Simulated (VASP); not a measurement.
Runs of VASP 6.6.1 on Nb. The structure is that of space group Fm-3m (No. 225), or close to it. The cells are those of the table. 

```csv
task,cell,k mesh for the DOS,occupations for the DOS,gap on the mesh (eV),pressure (GPa)
single point,"a = 2.978 Å, angles 60.0°, 1 atom",-,-,none,-5.2
single point,"a = 2.892 Å, angles 60.0°, 1 atom",-,-,none,11.1
single point,"a = 2.889 Å, angles 60.0°, 1 atom",-,-,none,11.7
single point,"a = 2.919 Å, angles 60.0°, 1 atom",-,-,none,5.3
single point,"a = 3.007 Å, angles 60.0°, 1 atom",-,-,none,-9.5
single point,"a = 2.826 Å, angles 60.0°, 1 atom",-,-,none,27.6
single point,"a = 3.044 Å, angles 60.0°, 1 atom",-,-,none,(a)
single point,"a = 2.858 Å, angles 60.0°, 1 atom",-,-,none,19.1
single point,"a = 2.991 Å, angles 60.0°, 1 atom",-,-,none,(b)
```

Alike in all rows: level PBEsol; potentials or basis VASP PAW PBE potentials, release 64 (Nb_sv); no spin polarisation; k mesh 18 × 18 × 18; cutoff (eV) 520; smearing gaussian 0.1 eV.

Question: Fill in the values left out.

Answer: (a) -14.3; (b) -7.2.

Caveats: the PAW data sets were made with another functional, which shifts forces and pressure a little.

A k mesh can miss the band edges, and the runs leave out spin-orbit coupling on Nb.

A gap of «none» marks levels without a gap at the run's occupations.
